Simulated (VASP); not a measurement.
Set up this calculation in VASP 6.6.1, as the native input.

| Property | Result |
| --- | --- |
| Task | single point |
| Functional | PBE |
| Potentials or basis | VASP PAW PBE potentials, release 64 (Cs_sv) |
| Cutoff | 520 eV |
| k mesh | 6 × 6 × 6 |
| Occupations | fermi-dirac, width 0.08 eV |
| Spin | no spin polarisation |
| Dipole correction | no |
| Further INCAR settings | ALGO = Normal; EDIFF = 1e-06; NBANDS = 16 |

The structure of Cs lies in POSCAR:

```
Cs
1.0
    0.0000000000      5.0742296288      5.0742296288
    5.0742296288      0.0000000000      5.0742296288
    5.0742296288      5.0742296288      0.0000000000
Cs
2
Direct
   -0.1250000000     -0.1250000000     -0.1250000000
    0.1250000000      0.1250000000      0.1250000000
```

This isn't the form of Cs at room conditions, which is bcc.

One way to write it, as run:

INCAR

```
  PREC = Accurate
  ENCUT = 520
  EDIFF = 1E-6
  ISMEAR = -1
  SIGMA = 0.08
  LREAL = F
  LASPH = T
  NELM = 100
  ALGO = Normal
  ISIF = 2
  LWAVE = F
  LCHARG = T
  GGA = PE
  LELF = T
  LVHAR = T
  NBANDS = 16
```

KPOINTS

```
regular mesh
0
Gamma
  6 6 6
```

Potentials or basis: VASP PAW PBE potentials, release 64 (Cs_sv).

The run is started by

```bash
$ cat potpaw_PBE.64/Cs_sv/POTCAR > POTCAR
$ mpirun -np 1 vasp_std > vasp.out
```

It gave:

```json
{"Pressure": "0.4 GPa", "Band gap on the k mesh": "zero (bands 9 and 10 overlap by 0.19 eV)"}
```

Caveat: spin-orbit coupling is left out, which moves the levels of the heavy elements.

It took 2.1 min on 1 thread of Intel Xeon 8259CL, on a shared host, peak memory 0.41 GiB.
